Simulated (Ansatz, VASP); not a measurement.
**SiNi3 in VASP and in Ansatz**

```xyz
4
Lattice="3.5064 0.0000 0.0000 0.0000 3.5064 0.0000 0.0000 0.0000 3.5064" Properties=species:S:1:pos:R:3 pbc="T T T"
Si    0.0000    0.0000    0.0000
Ni    0.0000    1.7532    1.7532
Ni    1.7532    0.0000    1.7532
Ni    1.7532    1.7532    0.0000
```

Alike in both runs: task single point; functional PBE; k mesh 6 × 6 × 6; occupations fermi-dirac, width 0.02 eV; no spin polarisation.

|  | VASP | Ansatz |
| --- | --- | --- |
| version | VASP 6.6.1 | Ansatz 0.2.0 |
| potentials or method | VASP PAW PBE potentials, release 64 (Si, Ni) | plane waves, PAW |
| plane-wave cutoff (eV) | 520 | 420 |
| valence electrons in the cell | 34 | 58 |

```csv
,VASP,Ansatz,Ansatz less VASP
pressure (GPa),0.0,0.0,-0.02
```

With one functional, cell and mesh, what is left measures potentials, basis and numerics. VASP's potentials hold 34 valence electrons a cell and Ansatz's 58, so a difference there can come from the potentials and not from the codes.
